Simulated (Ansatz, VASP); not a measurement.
# One calculation of Y, two programs

Contents of INCAR:

```
PREC = Accurate
ENCUT = 520
EDIFF = 1E-6
ISMEAR = 0
SIGMA = 0.15
LREAL = False
LASPH = True
NELM = 80
ALGO = Fast
ISIF = 2
LWAVE = False
LCHARG = False
GGA = PS
NBANDS = 18
```

The input KPOINTS:

```
Automatic mesh
0
Gamma
  18 18 8
```

Contents of POSCAR:

```
Y
1.0
    3.6514992371      0.0000000000      0.0000000000
   -1.8257496185      3.1622911012      0.0000000000
    0.0000000000      0.0000000000      5.4600300000
Y
2
Direct
    0.3333333333      0.6666666667      0.2500000000
    0.6666666667      0.3333333333      0.7500000000
```

Input for Ansatz:

```yaml
crystal:
  lattice:
    - [3.6514992371, 0.0, 0.0]
    - [-1.8257496185, 3.1622911012, 0.0]
    - [0.0, 0.0, 5.46003]
  atoms:
    - { symbol: "Y", position: [0.3333333333, 0.6666666667, 0.25] }
    - { symbol: "Y", position: [0.6666666667, 0.3333333333, 0.75] }
basis:
  ecutwfc: 420
kpoints:
  mp_grid: { grid: [18, 18, 8] }
hamiltonian:
  xc: pbesol
scf:
  occupations: { method: gaussian, width: 0.15 }
output:
  forces: true
  stress: true
  eigenvalues: true
```

Change from the starting cell: strain +0.000 along x and y, -0.050 along z, atoms carried along.

Alike in both runs: task single point; functional PBEsol; k mesh 18 × 18 × 8; occupations gaussian, width 0.15 eV; no spin polarisation.

|  | VASP | Ansatz |
| --- | --- | --- |
| version | VASP 6.6.1 | Ansatz 0.2.0 |
| potentials or method | VASP PAW PBE potentials, release 64 (Y_sv), cutoff 520 eV | scalar-relativistic, plane waves, PAW |
| valence electrons in the cell | 22 | 22 |

```tsv
	VASP	Ansatz	Ansatz less VASP
gap on the k mesh at the Fermi level (eV)	none	none	-
pressure (GPa)	-0.4	-0.2	+0.12
traceless stress, the component that is largest in VASP (GPa)	1.55	1.54	-0.003
```

VASP's potentials were made for PBE, not for PBEsol. A gap of «none» marks a metal or a gap that the smearing closes. With one functional, cell and mesh, what is left measures potentials, basis and numerics.
